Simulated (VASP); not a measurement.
Crystal: W.

```
W
1.0
     2.80966    0.00000    0.00000
     0.00000    4.86387    0.00000
     0.00000    0.00000    4.92370
W
4
Direct
  0.79317 0.56316 0.25000
  0.20683 0.06316 0.25000
  0.20683 0.43684 0.75000
  0.79317 0.93684 0.75000
```

Base run:

* Program: VASP 6.6.1
* Functional: PBEsol
* Potentials or basis: VASP PAW PBE potentials, release 64 (W_sv)
* Cutoff: 520 eV
* k mesh: 7 × 4 × 4
* Occupations: methfessel-paxton, width 0.1 eV
* Spin: no spin polarisation

Its results: band gap on the k mesh zero (band 28 reaches 10.59 eV, above the bottom of band 29 at 9.68 eV); pressure -10.2 GPa; largest force 0.103 eV/Å.

Q: The run is repeated on the same cell with these changes: k mesh from 7 × 4 × 4 to 3 × 2 × 2. What comes out?

A: Band gap on the k mesh zero (band 28 reaches 10.45 eV, above the bottom of band 29 at 9.84 eV); pressure -7.9 GPa; largest force 0.180 eV/Å.

Caveats: some runs use coarse meshes; the PAW data sets were made with another functional, which shifts forces and pressure a little; spin-orbit coupling is left out, which moves the levels of the heavy elements.
